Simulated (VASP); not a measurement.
# RbCl (Fm-3m) in VASP: G0W0 quasiparticle levels with PBE

Aim: the G0W0 quasiparticle levels of RbCl with PBE.

All numbers are computed with VASP 6.6.1; they aren't measurements. Logs are shortened: lines on timing, memory, paths and dates and some standing lists are left out, and cuts for length are marked.

## Step 1: The cell of the first run

It takes space group Fm-3m (No. 225, cubic). Conventional cell: a = 6.612 Å, b = 6.612 Å, c = 6.612 Å, α = 90.00°, β = 90.00°, γ = 90.00°. Within 4.3 Å of Rb (site symmetry m-3m) lie 6 Cl at 3.31 Å. Within 4.3 Å of Cl (site symmetry m-3m) lie 6 Rb at 3.31 Å.

## Step 2: G0W0 quasiparticle levels, PBE

The input, POSCAR:

```
RbCl
1.0
    0.0000000000      3.3058128251      3.3058128251
    3.3058128251      0.0000000000      3.3058128251
    3.3058128251      3.3058128251      0.0000000000
Rb Cl
1 1
Direct
    0.0000000000      0.0000000000      0.0000000000
    0.5000000000      0.5000000000      0.5000000000
```

The input, INCAR.step1:

```
PREC = Accurate
ENCUT = 500
EDIFF = 1E-8
ISMEAR = 0
SIGMA = 0.01
LREAL = F
LASPH = T
NELM = 80
ALGO = Normal
LWAVE = T
LCHARG = F
GGA = PE
```

The input, INCAR.step2:

```
PREC = Accurate
ENCUT = 500
EDIFF = 1E-8
ISMEAR = 0
SIGMA = 0.01
LREAL = F
LASPH = T
NELM = 1
ALGO = Exact
LWAVE = T
LCHARG = F
GGA = PE
NBANDS = 125
LOPTICS = T
ISTART = 1
```

The input, INCAR.step3:

```
PREC = Accurate
ENCUT = 500
EDIFF = 1E-8
ISMEAR = 0
SIGMA = 0.01
LREAL = F
LASPH = T
ALGO = EVGW0
LWAVE = F
LCHARG = F
GGA = PE
NELMGW = 1
NBANDS = 125
ENCUTGW = 80.0
NOMEGA = 96
PRECFOCK = Fast
ISTART = 1
NBANDSGW = 16
OMEGAMAX = 20
```

The input, KPOINTS:

```
Automatic mesh
0
Gamma
  6 6 6
```

Potentials or basis: VASP PAW PBE potentials, release 64 (Rb_sv_GW, Cl_GW).

On the command line:

```
> cat potpaw_PBE.64/Rb_sv_GW/POTCAR potpaw_PBE.64/Cl_GW/POTCAR > POTCAR
> cp INCAR.step1 INCAR
> mpirun -np 1 vasp_std > vasp.out
> cp INCAR.step2 INCAR
> mpirun -np 1 vasp_std > vasp.out
> cp INCAR.step3 INCAR
> mpirun -np 1 vasp_std > vasp.out
```

OUTCAR:

```text
PREC = Accurate
   ENCUT = 500
   EDIFF = 1E-8
   ISMEAR = 0
   LREAL = F
   LASPH = T
   GGA = PE
   NELMGW = 1
   ENCUTGW = 80.0
   PRECFOCK = Fast
   ISTART = 1

 ion  position               nearest neighbor table
   1  0.000  0.000  0.000-
   2  0.500  0.500  0.500-

  LATTYP: Found a face centered cubic cell.
 ALAT       =     6.6116256502

  Lattice vectors:

 A1 = (   0.0000000000,   3.3058128251,   3.3058128251)
 A2 = (   3.3058128251,   0.0000000000,   3.3058128251)
 A3 = (   3.3058128251,   3.3058128251,   0.0000000000)

Analysis of symmetry for initial positions (statically):
=====================================================================
 Subroutine PRICEL returns:
 Original cell was already a primitive cell.

 Routine SETGRP: Setting up the symmetry group for a
 face centered cubic supercell.

 Subroutine GETGRP returns: Found 48 space group operations
 (whereof 48 operations were pure point group operations)
 out of a pool of 48 trial point group operations.

The static configuration has the point symmetry O_h .

Analysis of symmetry for dynamics (positions and initial velocities):
=====================================================================
 Subroutine PRICEL returns:
 Original cell was already a primitive cell.

 Routine SETGRP: Setting up the symmetry group for a
 face centered cubic supercell.

 Subroutine GETGRP returns: Found 48 space group operations
 (whereof 48 operations were pure point group operations)
 out of a pool of 48 trial point group operations.

The dynamic configuration has the point symmetry O_h .

 Subroutine INISYM returns: Found 48 space group operations
 (whereof 48 operations are pure point group operations),
 and found     1 'primitive' translations

----------------------------------------------------------------------------------------

                                     Primitive cell

  volume of cell :      72.2545

  direct lattice vectors                    reciprocal lattice vectors
     0.000000000  3.305812825  3.305812825    -0.151248733  0.151248733  0.151248733
     3.305812825  0.000000000  3.305812825     0.151248733 -0.151248733  0.151248733
     3.305812825  3.305812825  0.000000000     0.151248733  0.151248733 -0.151248733

  length of vectors
     4.675125332  4.675125332  4.675125332     0.261970489  0.261970489  0.261970489

  position of ions in fractional coordinates (direct lattice)
     0.000000000  0.000000000  0.000000000
     0.500000000  0.500000000  0.500000000

  ion indices of the primitive-cell ions
   primitive index   ion index
                 1           1
                 2           2

----------------------------------------------------------------------------------------

 KPOINTS: Automatic mesh

Automatic generation of k-mesh.
 Grid dimensions read from file:
 generate k-points for:    6    6    6

 Generating k-lattice:

  Cartesian coordinates                     Fractional coordinates (reciprocal lattice)
    -0.025208122  0.025208122  0.025208122     0.166666667  0.000000000  0.000000000
     0.025208122 -0.025208122  0.025208122     0.000000000  0.166666667  0.000000000
     0.025208122  0.025208122 -0.025208122     0.000000000  0.000000000  0.166666667

  Length of vectors
     0.043661748  0.043661748  0.043661748

  Shift w.r.t. Gamma in fractional coordinates (k-lattice)
     0.000000000  0.000000000  0.000000000

 Subroutine IBZKPT returns following result:
 ===========================================

 Found     16 irreducible k-points:

 Following reciprocal coordinates:
            Coordinates               Weight
  0.000000  0.000000  0.000000      1.000000
  0.166667  0.000000  0.000000      8.000000
  0.333333  0.000000  0.000000      8.000000
  0.500000  0.000000  0.000000      4.000000
  0.166667  0.166667  0.000000      6.000000
  0.333333  0.166667  0.000000     24.000000
[... 8 lines left out ...]
 -0.333333  0.333333  0.166667     24.000000
 -0.333333  0.500000  0.166667     12.000000
   k-points           NKPTS =     16   k-points in BZ     NKDIM =    216   number of bands    NBANDS=    125
   number of dos      NEDOS =    301   number of ions     NIONS =      2
   total plane-waves  NPLWV =  46656
   dimension x,y,z NGX =    36 NGY =   36 NGZ =   36
   dimension x,y,z NGXF=    72 NGYF=   72 NGZF=   72
   ions per type =               1   1
   NGX,Y,Z   is equivalent  to a cutoff of  12.80, 12.80, 12.80 a.u.
   NGXF,Y,Z  is equivalent  to a cutoff of  25.60, 25.60, 25.60 a.u.
 SYSTEM =  unknown system
   PREC   = accura    normal or accurate (medium, high low for compatibility)
   ISTART =      1    job   : 0-new  1-cont  2-samecut
   ICHARG =      0    charge: 1-file 2-atom 10-const
   ISPIN  =      1    spin polarized calculation?
   LNONCOLLINEAR =      F non collinear calculations
   LSORBIT =      F    spin-orbit coupling
   LASPH  =      T    aspherical Exc in radial PAW
   ENCUT  =  500.0 eV  36.75 Ry    6.06 a.u.   8.52  8.52  8.52*2*pi/ulx,y,z
   NELM   =     60;   NELMIN=  2; NELMDL=  0     # of ELM steps
   EDIFF  = 0.1E-07   stopping-criterion for ELM
   LREAL  =      F    real-space projection
   EDIFFG = 0.1E-06   stopping-criterion for IOM
   NSW    =      0    number of steps for IOM
   IBRION =     -1    ionic relax: 0-MD 1-quasi-New 2-CG
   NFREE  =      0    steps in history (QN), initial steepest desc. (CG)
   ISIF   =      0    stress and relaxation
   ISYM   =      3    0-nonsym 1-usesym 2-fastsym
   POTIM  = 0.5000    time-step for ionic-motion
   TEBEG  =    0.0;   TEEND  =   0.0 temperature during run
   PSTRESS=    0.0 pullay stress
   NELECT =      16.0000    total number of electrons
   NUPDOWN=      -1.0000    fix difference up-down
   EMIN   =  10.00;   EMAX   =-10.00  energy-range for DOS
   EFERMI =   0.00;   METHOD = LEGACY
   ISMEAR =     0;   SIGMA  =   0.01  broadening in eV -4-tet -1-fermi 0-gaus
   EFERMI_NEDOS =   21; number of points for ismear=-14 and -15
   IALGO  =     38    algorithm
   IMIX   =      4    mixing-type and parameters
     AMIX     =   0.40;   BMIX     =  1.00
     AMIX_MAG =   1.60;   BMIX_MAG =  1.00
  volume/ion in A,a.u.               =      36.13       243.80
  Fermi-wavevector in a.u.,A,eV,Ry     =   0.990436  1.871653 13.346827  0.980964
  Thomas-Fermi vector in A             =   2.122107
   LORBIT       =      0    0 simple, 1 ext, 2 COOP (PROOUT), +10 PAW based schemes
   GGA     = PE    functional components
   LHFCALC =     T    Hartree Fock is set to
   PRECFOCK=fast      Normal, Fast or Accurate (Low or Medium for compatibility)
   ENCUT4O =  -1.0   cutoff for four orbital integrals eV
   NKREDX  =     1    reduce k-point grid by
   NKREDY  =     1    reduce k-point grid by
   NKREDZ  =     1    reduce k-point grid by
   AEXX    =    1.0000 exact exchange contribution
   HFSCREEN=    0.0000 screening length (either q_TF or 0.3 A-1)
   HFSCREENC=   0.0000 screening length for correlation (either q_TF or 0.3 A-1)
   ENCUTFOCK=  -1.0 apply spherical cutoff to Coloumb kernel
   IVDW    =     0    specifies the selected vdW correction
   LEPSILON=     F    determine dielectric tensor
   LRPA    =     F    only Hartree local field effects (RPA)
   LRPAFORCE           =     F    calculate RPA forces
   ENCUTGW             =  80.0    cutoff for response function in eV
   ENCUTGWSOFT         =  64.0    soft cutoff for Coulomb kernel in GW response function in eV
   ENCUTLF             =  -1.0    cutoff for local field effects
   NELMGW              =     1    number of iterations in solving QP/BSE equation
   NELMHF              =     1    number of iterations in the inner HF iteration
   NKREDLFX            =     1    NKREDLFY  =   1   NKREDLFZ  =   1
 non-spin polarized calculation
 Gauss-broadening in eV      SIGMA  =   0.01
  energy-cutoff  :      500.00
  volume of cell :       72.25
 maximum number of plane-waves:      1853
 NGX is ok and might be reduce to    36
  NGX = 20; NGY = 20; NGZ = 20
   NGX = 17   NGY = 17   NGZ = 17
 maximum number of plane-waves:       127
 NGX is ok and might be reduce to    18

 QP shifts <psi_nk| G(iteration)W_0 |psi_nk>: iteration 1
 for sc-GW calculations column KS-energies equals QP-energies in previous step
 and V_xc(KS)=  KS-energies - (<T + V_ion + V_H > + <T+V_H+V_ion>^1  + <V_x>^1)

 k-point   1 :       0.0000    0.0000    0.0000
  band No.  KS-energies  QP-energies   sigma(KS)   V_xc(KS)     V^pw_x(r,r')   Z            occupation Imag(sigma)

      1     -25.2993     -26.9696     -18.7120     -16.4753     -26.9176       0.7468       2.0000       0.8776
      2     -13.3281     -14.6248     -17.0178     -15.2336     -24.3697       0.7268       2.0000       1.1080
      3      -9.3450     -12.0239     -18.4126     -15.1729     -20.8963       0.8269       2.0000       0.0584
      4      -9.3450     -12.0239     -18.4126     -15.1729     -20.8963       0.8269       2.0000       0.0584
      5      -9.3450     -12.0239     -18.4126     -15.1729     -20.8963       0.8269       2.0000       0.0584
      6      -1.3418      -3.1318     -16.2863     -14.0457     -18.4803       0.7989       2.0000       0.0448
[... 8 lines left out ...]
     15      10.6794      10.8496      -3.8609      -4.0686      -0.6492       0.8195       0.0000      -0.0973
     16      15.3210      17.7999      -9.0104     -12.0653      -5.2630       0.8114       0.0000      -0.1685

 k-point   2 :       0.1667    0.0000    0.0000
  band No.  KS-energies  QP-energies   sigma(KS)   V_xc(KS)     V^pw_x(r,r')   Z            occupation Imag(sigma)

      1     -25.2956     -26.9649     -18.7163     -16.4811     -26.9213       0.7468       2.0000       0.8757
      2     -13.3428     -14.6538     -17.0177     -15.2112     -24.3391       0.7257       2.0000       1.0994
      3      -9.3480     -12.0273     -18.4068     -15.1665     -20.8863       0.8269       2.0000       0.0569
      4      -9.3480     -12.0273     -18.4068     -15.1665     -20.8863       0.8269       2.0000       0.0569
      5      -9.3391     -12.0018     -18.3998     -15.1791     -20.9021       0.8268       2.0000       0.0598
      6      -1.5907      -3.4276     -15.8063     -13.4989     -17.9607       0.7961       2.0000       0.0461
[... 8 lines left out ...]
     15      11.7212      12.0977      -4.4128      -4.8729      -1.0985       0.8183       0.0000      -0.1383
     16      13.5495      15.1795      -7.1709      -9.1336      -3.6012       0.8305       0.0000      -0.1468

 k-point   3 :       0.3333    0.0000    0.0000
  band No.  KS-energies  QP-energies   sigma(KS)   V_xc(KS)     V^pw_x(r,r')   Z            occupation Imag(sigma)

      1     -25.2882     -26.9568     -18.7249     -16.4928     -26.9289       0.7475       2.0000       0.8719
      2     -13.3719     -14.7103     -17.0173     -15.1669     -24.2786       0.7233       2.0000       1.0814
      3      -9.3540     -12.0333     -18.3954     -15.1541     -20.8668       0.8266       2.0000       0.0540
      4      -9.3540     -12.0333     -18.3954     -15.1541     -20.8668       0.8266       2.0000       0.0540
      5      -9.3277     -11.9587     -18.3739     -15.1907     -20.9132       0.8265       2.0000       0.0628
      6      -2.0030      -3.9351     -15.2138     -12.7850     -17.3604       0.7955       2.0000       0.0491
[... 8 lines left out ...]
     15      11.3885      12.9087      -6.8560      -8.6861      -3.4416       0.8306       0.0000      -0.0793
     16      12.1483      13.9057      -7.4807      -9.6040      -4.0491       0.8277       0.0000      -0.0837

 k-point   4 :       0.5000    0.0000    0.0000
  band No.  KS-energies  QP-energies   sigma(KS)   V_xc(KS)     V^pw_x(r,r')   Z            occupation Imag(sigma)

      1     -25.2845     -26.9522     -18.7292     -16.4986     -26.9327       0.7476       2.0000       0.8700
      2     -13.3863     -14.7425     -17.0170     -15.1451     -24.2488       0.7245       2.0000       1.0720
      3      -9.3569     -12.0376     -18.3900     -15.1480     -20.8571       0.8269       2.0000       0.0526
      4      -9.3569     -12.0376     -18.3900     -15.1480     -20.8571       0.8269       2.0000       0.0526
      5      -9.3221     -11.9387     -18.3607     -15.1961     -20.9185       0.8268       2.0000       0.0644
      6      -2.1808      -4.1523     -15.0095     -12.5263     -17.1671       0.7939       2.0000       0.0507
[... 8 lines left out ...]
     15      10.5884      12.1501      -7.0760      -8.9491      -3.6112       0.8338       0.0000      -0.0715
     16      10.6784      12.7959      -8.5034     -11.0383      -5.1375       0.8353       0.0000      -0.0595
[... 184 lines left out ...]
      1     -25.2836     -26.9524     -18.7303     -16.4999     -26.9336       0.7482       2.0000       0.8721
      2     -13.3376     -14.6749     -17.0482     -15.2224     -24.3332       0.7325       2.0000       1.0940
      3      -9.4504     -12.1434     -18.2459     -14.9829     -20.7498       0.8253       2.0000       0.0694
      4      -9.4270     -12.1050     -18.2568     -15.0127     -20.7633       0.8255       2.0000       0.0651
      5      -9.3506     -12.0118     -18.3775     -15.1585     -20.8804       0.8267       2.0000       0.0589
      6      -1.8997      -3.8139     -15.4792     -13.0728     -17.6519       0.7955       2.0000       0.0487
[... 8 lines left out ...]
     15      10.2837      12.1821      -7.9611     -10.2265      -4.6377       0.8380       0.0000      -0.0589
     16      11.6940      13.1981      -7.2191      -9.0416      -3.8263       0.8253       0.0000      -0.0820

 k-point  15 :      -0.3333    0.3333    0.1667
  band No.  KS-energies  QP-energies   sigma(KS)   V_xc(KS)     V^pw_x(r,r')   Z            occupation Imag(sigma)

      1     -25.2812     -26.9535     -18.7330     -16.5035     -26.9361       0.7501       2.0000       0.8716
      2     -13.3314     -14.6727     -17.0579     -15.2337     -24.3421       0.7353       2.0000       1.0953
      3      -9.4765     -12.1750     -18.1989     -14.9298     -20.7039       0.8255       2.0000       0.0708
      4      -9.4701     -12.1589     -18.1991     -14.9417     -20.7172       0.8254       2.0000       0.0723
      5      -9.3368     -11.9945     -18.3944     -15.1818     -20.8955       0.8273       2.0000       0.0568
      6      -1.8695      -3.7763     -15.5259     -13.1282     -17.7030       0.7953       2.0000       0.0487
[... 8 lines left out ...]
     15      10.5898      12.2314      -7.3601      -9.3244      -4.0737       0.8357       0.0000      -0.0637
     16      10.7603      12.0671      -6.7837      -8.3527      -3.5248       0.8329       0.0000      -0.0660

 k-point  16 :      -0.3333    0.5000    0.1667
  band No.  KS-energies  QP-energies   sigma(KS)   V_xc(KS)     V^pw_x(r,r')   Z            occupation Imag(sigma)

      1     -25.2802     -26.9534     -18.7343     -16.5051     -26.9372       0.7506       2.0000       0.8725
      2     -13.3048     -14.6390     -17.0761     -15.2776     -24.3895       0.7419       2.0000       1.1070
      3      -9.5519     -12.2630     -18.0794     -14.7927     -20.6031       0.8249       2.0000       0.0817
      4      -9.4778     -12.1757     -18.2034     -14.9340     -20.7132       0.8252       2.0000       0.0727
      5      -9.3614     -12.0265     -18.3670     -15.1410     -20.8672       0.8261       2.0000       0.0593
      6      -1.6902      -3.5520     -15.8300     -13.4854     -18.0247       0.7941       2.0000       0.0477
[... 8 lines left out ...]
     15      10.8382      12.3113      -6.9933      -8.7778      -3.6398       0.8255       0.0000      -0.0783
     16      11.4776      12.9169      -7.3600      -9.1166      -3.9195       0.8193       0.0000      -0.0857
```

It took 13 min on 1 thread of Intel Xeon 6975P-C (Granite Rapids), shared host; peak memory 1.4 GiB.

Results:

| Quantity | Value |
| --- | --- |
| Quasiparticle gap | 7.44 eV |
| Least direct quasiparticle gap | 7.44 eV |
| Band gap of the starting levels on the mesh | 4.96 eV |
| Least direct gap of the starting levels on the mesh | 4.96 eV |

Caveat: bands, screening cutoff and mesh are small and nothing is extrapolated, so the quasiparticle values aren't converged.
